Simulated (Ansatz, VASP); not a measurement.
LaB6 in VASP and in Ansatz

INCAR

```
PREC = Accurate
ENCUT = 600
EDIFF = 1E-6
ISMEAR = -1
SIGMA = 0.15
LREAL = F
LASPH = T
NELM = 100
ALGO = Normal
ISIF = 3
LWAVE = F
LCHARG = F
IBRION = 2
NSW = 80
EDIFFG = -0.001
```

The input KPOINTS:

```
Automatic mesh
0
Gamma
  10 10 10
```

The input POSCAR:

```
LaB6
1.0
    4.0983849580      0.0000000000      0.0000000000
    0.0000000000      4.0983849580      0.0000000000
    0.0000000000      0.0000000000      4.0983849580
La B
1 6
Direct
    0.0000000000      0.0000000000      0.0000000000
    0.1999022395      0.5000000000      0.5000000000
    0.5000000000      0.1999022395      0.5000000000
    0.8000977605      0.5000000000      0.5000000000
    0.5000000000      0.8000977605      0.5000000000
    0.5000000000      0.5000000000      0.1999022395
    0.5000000000      0.5000000000      0.8000977605
```

Input for Ansatz:

```yaml
crystal:
  lattice:
    - [4.098384958, 0.0, 0.0]
    - [0.0, 4.098384958, 0.0]
    - [0.0, 0.0, 4.098384958]
  atoms:
    - { symbol: La, position: [0.0, 0.0, 0.0] }
    - { symbol: B, position: [0.1999022395, 0.5, 0.5] }
    - { symbol: B, position: [0.5, 0.1999022395, 0.5] }
    - { symbol: B, position: [0.8000977605, 0.5, 0.5] }
    - { symbol: B, position: [0.5, 0.8000977605, 0.5] }
    - { symbol: B, position: [0.5, 0.5, 0.1999022395] }
    - { symbol: B, position: [0.5, 0.5, 0.8000977605] }
basis:
  ecutwfc: 420
kpoints:
  mp_grid: { grid: [10, 10, 10] }
hamiltonian:
  xc: lda
scf:
  occupations: { method: fermi_dirac, width: 0.15 }
output:
  forces: true
  stress: true
  eigenvalues: true
  write_density: true
  write_potential: true
  elf: true
  volumetric_format: npy
relax:
  adjacent_minimum: "off"
  f_tol: 0.001
  max_steps: 60
  cell: { stress_tol: 0.01 }
```

Alike in both runs: task relaxation of cell and atoms; functional LDA; k mesh 10 × 10 × 10; occupations fermi-dirac, width 0.15 eV; no spin polarisation.

|  | VASP | Ansatz |
| --- | --- | --- |
| version | VASP 6.6.1 | Ansatz 0.2.0 |
| potentials or method | VASP PAW LDA potentials, release 64 (La, B), cutoff 600 eV | scalar-relativistic, plane waves, PAW |
| valence electrons in the cell | 29 | 29 |

Ansatz gave:

```
gap on the k mesh at the Fermi level, each at its own relaxed structure (eV) : none
relaxed volume (Å³/atom)                                                     : 9.84
relaxed cell length with the largest relative difference (Å)                 : 4.099
```

**Question.** Estimate VASP's values.

**Answer.** gap on the k mesh at the Fermi level, each at its own relaxed structure (eV): none; relaxed volume (Å³/atom): 9.85; relaxed cell length with the largest relative difference (Å): 4.100.

LDA's correlation is that of Perdew and Zunger in VASP and of Perdew and Wang (1992) in Ansatz. A gap of «none» marks a metal or a gap that the smearing closes.

Neither program's run includes spin-orbit coupling.
